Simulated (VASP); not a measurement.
# Al3Ru2 (I4/mmm) in VASP: single point with LDA

Aim: the single point of Al3Ru2 with LDA.

Everything below comes from runs of VASP 6.6.1. Logs are shortened: lines on timing, memory, paths and dates and some standing lists are left out, and cuts for length are marked.

## Step 1: The cell of the first run

The structure is tetragonal, space group I4/mmm (No. 139). Conventional cell: a = 3.102 Å, b = 3.102 Å, c = 14.360 Å, α = 90.00°, β = 90.00°, γ = 90.00°. Al (site symmetry 4/mmm) has 8 Ru at 2.67 Å and 6 Al at 2.78 to 3.10 Å within 3.5 Å. Al (site symmetry 4mm) has 5 Ru at 2.53 to 2.87 Å and 9 Al at 2.72 to 3.10 Å within 3.3 Å. Within 3.3 Å of Ru (site symmetry 4mm) lie 9 Al at 2.53 to 2.87 Å and 5 Ru at 3.04 to 3.10 Å.

## Step 2: Single point, LDA

INCAR reads:

```
SYSTEM = Al3Ru2
PREC = Accurate ; ENCUT = 520
EDIFF = 1E-6 ; ISMEAR = 0
SIGMA = 0.1 ; LREAL = .FALSE.
LASPH = .TRUE. ; NELM = 80
ALGO = Fast ; ISIF = 2
LWAVE = .FALSE. ; LCHARG = .TRUE.
LELF = .TRUE. ; LVHAR = .TRUE.
NBANDS = 26
```

KPOINTS reads:

```
regular mesh
0
G
  16 16 16
  0 0 0
```

POSCAR reads:

```
Al3Ru2
1.0
   -1.5507814596      1.5507814596      7.1797883404
    1.5507814596     -1.5507814596      7.1797883404
    1.5507814596      1.5507814596     -7.1797883404
Al Ru
3 2
Direct
    0.0000000000      0.0000000000      0.0000000000
    0.8061064483      0.8061064483      0.0000000000
    0.1938935517      0.1938935517      0.0000000000
    0.6059854242      0.6059854242      0.0000000000
    0.3940145758      0.3940145758      0.0000000000
```

Potentials or basis: VASP PAW LDA potentials, release 64 (Al, Ru_pv).

The run is started by

```sh
cat potpaw_LDA.64/Al/POTCAR potpaw_LDA.64/Ru_pv/POTCAR > POTCAR
mpirun -np 1 vasp_std > vasp.out
```

OUTCAR:

```text
SYSTEM = Al3Ru2
   PREC = Accurate
   ENCUT = 520
   EDIFF = 1E-6
   ISMEAR = 0
   LREAL = .FALSE.
   LASPH = .TRUE.
   NELM = 80
   ISIF = 2

 ion  position               nearest neighbor table
   1  0.000  0.000  0.000-   4 2.67   4 2.67   4 2.67   5 2.67   4 2.67   5 2.67   5 2.67   5 2.67
                             2 2.78   3 2.78
   2  0.806  0.806  0.000-   5 2.53   5 2.53   5 2.53   5 2.53   3 2.72   3 2.72   3 2.72   3 2.72
                             1 2.78   4 2.87
   3  0.194  0.194  0.000-   4 2.53   4 2.53   4 2.53   4 2.53   2 2.72   2 2.72   2 2.72   2 2.72
                             1 2.78   5 2.87
   4  0.606  0.606  0.000-   3 2.53   3 2.53   3 2.53   3 2.53   1 2.67   1 2.67   1 2.67   1 2.67
                             2 2.87   5 3.04
   5  0.394  0.394  0.000-   2 2.53   2 2.53   2 2.53   2 2.53   1 2.67   1 2.67   1 2.67   1 2.67
                             3 2.87   4 3.04

  LATTYP: Found a body centered tetragonal cell.
 ALAT       =     3.1015629192
 C/A-ratio  =     4.6297873217

  Lattice vectors:

 A1 = (  -1.5507814596,   1.5507814596,   7.1797883404)
 A2 = (   1.5507814596,  -1.5507814596,   7.1797883404)
 A3 = (   1.5507814596,   1.5507814596,  -7.1797883404)

Analysis of symmetry for initial positions (statically):
=====================================================================
 Subroutine PRICEL returns:
 Original cell was already a primitive cell.

 Routine SETGRP: Setting up the symmetry group for a
 body centered tetragonal supercell.

 Subroutine GETGRP returns: Found 16 space group operations
 (whereof 16 operations were pure point group operations)
 out of a pool of 16 trial point group operations.

The static configuration has the point symmetry D_4h.

Analysis of symmetry for dynamics (positions and initial velocities):
=====================================================================
 Subroutine PRICEL returns:
 Original cell was already a primitive cell.

 Routine SETGRP: Setting up the symmetry group for a
 body centered tetragonal supercell.

 Subroutine GETGRP returns: Found 16 space group operations
 (whereof 16 operations were pure point group operations)
 out of a pool of 16 trial point group operations.

The dynamic configuration has the point symmetry D_4h.

 Subroutine INISYM returns: Found 16 space group operations
 (whereof 16 operations are pure point group operations),
 and found     1 'primitive' translations

----------------------------------------------------------------------------------------

                                     Primitive cell

  volume of cell :      69.0674

  direct lattice vectors                    reciprocal lattice vectors
    -1.550781460  1.550781460  7.179788340     0.000000000  0.322418092  0.069639936
     1.550781460 -1.550781460  7.179788340     0.322418092  0.000000000  0.069639936
     1.550781460  1.550781460 -7.179788340     0.322418092  0.322418092  0.000000000

  length of vectors
     7.507276929  7.507276929  7.507276929     0.329853220  0.329853220  0.455968039

  position of ions in fractional coordinates (direct lattice)
     0.000000000  0.000000000  0.000000000
     0.806106448  0.806106448  0.000000000
     0.193893552  0.193893552  0.000000000
     0.605985424  0.605985424  0.000000000
     0.394014576  0.394014576  0.000000000

  ion indices of the primitive-cell ions
   primitive index   ion index
                 1           1
                 2           2
                 3           3
                 4           4
                 5           5

----------------------------------------------------------------------------------------

 KPOINTS: regular mesh

Automatic generation of k-mesh.
 Grid dimensions read from file:
 generate k-points for:   16   16   16

 Generating k-lattice:

  Cartesian coordinates                     Fractional coordinates (reciprocal lattice)
     0.000000000  0.020151131  0.004352496     0.062500000 -0.000000000  0.000000000
     0.020151131  0.000000000  0.004352496    -0.000000000  0.062500000  0.000000000
     0.020151131  0.020151131  0.000000000     0.000000000  0.000000000  0.062500000

  Length of vectors
     0.020615826  0.020615826  0.028498002

  Shift w.r.t. Gamma in fractional coordinates (k-lattice)
     0.000000000  0.000000000  0.000000000

 Subroutine IBZKPT returns following result:
 ===========================================

 Found    349 irreducible k-points:

 Following reciprocal coordinates:
            Coordinates               Weight
  0.000000  0.000000  0.000000      1.000000
  0.062500 -0.000000  0.000000      8.000000
  0.125000 -0.000000  0.000000      8.000000
  0.187500 -0.000000  0.000000      8.000000
  0.250000 -0.000000  0.000000      8.000000
  0.312500  0.000000  0.000000      8.000000
[... 16 lines left out ...]
 -0.125000  0.062500 -0.000000     16.000000
 -0.062500  0.062500  0.000000      4.000000
 [... further k-points ...]
   k-points           NKPTS =    349   k-points in BZ     NKDIM =    349   number of bands    NBANDS=     26
   number of dos      NEDOS =    301   number of ions     NIONS =      5
   total plane-waves  NPLWV = 175616
   dimension x,y,z NGX =    56 NGY =   56 NGZ =   56
   dimension x,y,z NGXF=   112 NGYF=  112 NGZF=  112
   ions per type =               3   2
   NGX,Y,Z   is equivalent  to a cutoff of  12.40, 12.40, 12.40 a.u.
   NGXF,Y,Z  is equivalent  to a cutoff of  24.80, 24.80, 24.80 a.u.
 SYSTEM =  Al3Ru2
   PREC   = accura    normal or accurate (medium, high low for compatibility)
   ISTART =      0    job   : 0-new  1-cont  2-samecut
   ICHARG =      2    charge: 1-file 2-atom 10-const
   ISPIN  =      1    spin polarized calculation?
   LNONCOLLINEAR =      F non collinear calculations
   LSORBIT =      F    spin-orbit coupling
   LASPH  =      T    aspherical Exc in radial PAW
   ENCUT  =  520.0 eV  38.22 Ry    6.18 a.u.  13.96 13.96 13.96*2*pi/ulx,y,z
   NELM   =     80;   NELMIN=  2; NELMDL= -5     # of ELM steps
   EDIFF  = 0.1E-05   stopping-criterion for ELM
   LREAL  =      F    real-space projection
   EDIFFG = 0.1E-04   stopping-criterion for IOM
   NSW    =      0    number of steps for IOM
   IBRION =     -1    ionic relax: 0-MD 1-quasi-New 2-CG
   NFREE  =      0    steps in history (QN), initial steepest desc. (CG)
   ISIF   =      2    stress and relaxation
   ISYM   =      2    0-nonsym 1-usesym 2-fastsym
   POTIM  = 0.5000    time-step for ionic-motion
   TEBEG  =    0.0;   TEEND  =   0.0 temperature during run
   PSTRESS=    0.0 pullay stress
   NELECT =      37.0000    total number of electrons
   NUPDOWN=      -1.0000    fix difference up-down
   EMIN   =  10.00;   EMAX   =-10.00  energy-range for DOS
   EFERMI =   0.00;   METHOD = LEGACY
   ISMEAR =     0;   SIGMA  =   0.10  broadening in eV -4-tet -1-fermi 0-gaus
   EFERMI_NEDOS =   21; number of points for ismear=-14 and -15
   IALGO  =     68    algorithm
   IMIX   =      4    mixing-type and parameters
     AMIX     =   0.40;   BMIX     =  1.00
     AMIX_MAG =   1.60;   BMIX_MAG =  1.00
  volume/ion in A,a.u.               =      13.81        93.22
  Fermi-wavevector in a.u.,A,eV,Ry     =   1.329590  2.512561 24.052515  1.767810
  Thomas-Fermi vector in A             =   2.458741
   LORBIT       =      0    0 simple, 1 ext, 2 COOP (PROOUT), +10 PAW based schemes
   GGA     = CA    functional components
   LHFCALC =     F    Hartree Fock is set to
   AEXX    =    0.0000 exact exchange contribution
   IVDW    =     0    specifies the selected vdW correction
   LEPSILON=     F    determine dielectric tensor
   LRPA    =     F    only Hartree local field effects (RPA)
 non-spin polarized calculation
 RMM-DIIS sequential band-by-band and
 Gauss-broadening in eV      SIGMA  =   0.10
  energy-cutoff  :      520.00
  volume of cell :       69.07
 maximum number of plane-waves:      1888
   NGX = 27   NGY = 27   NGZ = 27

 number of electron      37.0000000 magnetization

 Free energy of the ion-electron system (eV)
  ---------------------------------------------------
  ext. energy  EPLUGINS =         0.00000000
  ---------------------------------------------------
  free energy    TOTEN  =       -37.34633094 eV

  energy without entropy =      -37.34008506  energy(sigma->0) =      -37.34320800

 E-fermi :  10.0139     XC(G=0): -12.2941

 val. band max:       10.0045919387   @ k =   0.5000   0.2500   0.0000
 cond. band min:      10.0143995204   @ k =   0.2500   0.1875   0.0625
 fundamental gap:      0.0098075817
 Fermi energy:        10.0139218902

 k-point     1 :       0.0000    0.0000    0.0000
  band No.  band energies     occupation
      1     -31.7325      2.00000
      2     -31.6791      2.00000
      3     -31.6791      2.00000
      4     -31.6717      2.00000
      5     -31.6717      2.00000
      6     -31.6443      2.00000
[... 18 lines left out ...]
     25      15.8410      0.00000
     26      16.2467      0.00000

 k-point     2 :       0.0625   -0.0000    0.0000
  band No.  band energies     occupation
      1     -31.7319      2.00000
      2     -31.6847      2.00000
      3     -31.6786      2.00000
      4     -31.6773      2.00000
      5     -31.6713      2.00000
      6     -31.6438      2.00000
[... 18 lines left out ...]
     25      16.0236      0.00000
     26      16.7003      0.00000

 k-point     3 :       0.1250   -0.0000    0.0000
  band No.  band energies     occupation
      1     -31.7300      2.00000
      2     -31.7008      2.00000
      3     -31.6930      2.00000
      4     -31.6773      2.00000
      5     -31.6699      2.00000
      6     -31.6424      2.00000
[... 18 lines left out ...]
     25      16.5016      0.00000
     26      17.0431      0.00000

 k-point     4 :       0.1875   -0.0000    0.0000
  band No.  band energies     occupation
      1     -31.7271      2.00000
      2     -31.7247      2.00000
      3     -31.7163      2.00000
      4     -31.6752      2.00000
      5     -31.6678      2.00000
      6     -31.6403      2.00000
[... 18 lines left out ...]
     25      16.9586      0.00000
     26      17.1655      0.00000
[... 496 lines left out ...]
      1     -31.7266      2.00000
      2     -31.7241      2.00000
      3     -31.7158      2.00000
      4     -31.6808      2.00000
      5     -31.6733      2.00000
      6     -31.6397      2.00000
[... 18 lines left out ...]
     25      16.5682      0.00000
     26      17.5236      0.00000

 k-point    23 :      -0.1250    0.0625   -0.0000
  band No.  band energies     occupation
      1     -31.7294      2.00000
      2     -31.7003      2.00000
      3     -31.6924      2.00000
      4     -31.6829      2.00000
      5     -31.6754      2.00000
      6     -31.6418      2.00000
[... 18 lines left out ...]
     25      16.0013      0.00000
     26      17.7012      0.00000

 k-point    24 :      -0.0625    0.0625    0.0000
  band No.  band energies     occupation
      1     -31.7312      2.00000
      2     -31.6845      2.00000
      3     -31.6840      2.00000
      4     -31.6769      2.00000
      5     -31.6766      2.00000
      6     -31.6433      2.00000
[... 18 lines left out ...]
     25      15.6119      0.00000
     26      17.2164      0.00000

 [... further k-points ...]
[... 5 lines left out ...]
  --------------------------------------------------------------------------------------
  -------------------------------------------------------------------------------------
  Total       -3.7102876     -3.7102876     -3.6554180      0.0000000     -0.0000000      0.0000000
  in kB      -86.0687156    -86.0687156    -84.7958887      0.0000000     -0.0000000      0.0000000
  external PRESSURE =     -85.6444400 kB  Pullay stress =       0.0000000 kB

 VOLUME and BASIS-vectors are now :
 -----------------------------------------------------------------------------
  energy-cutoff  :      520.00
  volume of cell :       69.07
      direct lattice vectors                 reciprocal lattice vectors
    -1.550781460  1.550781460  7.179788340     0.000000000  0.322418092  0.069639936
     1.550781460 -1.550781460  7.179788340     0.322418092  0.000000000  0.069639936
     1.550781460  1.550781460 -7.179788340     0.322418092  0.322418092  0.000000000

 POSITION                                       TOTAL-FORCE (eV/Angst)
 -----------------------------------------------------------------------------------
      0.00000      0.00000      0.00000         0.000000      0.000000      0.000000
      0.00000      0.00000     11.57535        -0.000000     -0.000000      0.198672
      0.00000      0.00000      2.78423         0.000000      0.000000     -0.198672
      0.00000      0.00000      8.70169         0.000000      0.000000      0.049491
      0.00000      0.00000      5.65788        -0.000000     -0.000000     -0.049491
 -----------------------------------------------------------------------------------
    total drift:                                0.000000      0.000000     -0.000000

  FREE ENERGIE OF THE ION-ELECTRON SYSTEM (eV)
  ---------------------------------------------------
  free  energy   TOTEN  =       -37.3463309380 eV

  energy  without entropy=      -37.3400850599  energy(sigma->0) =      -37.34320800
```

It took 52 min on 1 thread of Oxide Virtual Turin-like, shared host; peak memory 0.66 GiB.

What came out:

```
Free energy            : -37.3463 eV
Pressure               : -8.6 GPa
Largest force          : 0.199 eV/Å
Band gap on the k mesh : zero (an odd number of electrons rules out a gap without spin polarisation)
```

Forces on the atoms (eV/Å):
```
Al   0.000  0.000  0.000
Al   0.000  0.000  0.199
Al   0.000  0.000 -0.199
Ru   0.000  0.000  0.049
Ru   0.000  0.000 -0.049
```

Caveat: the cell stands under tension.
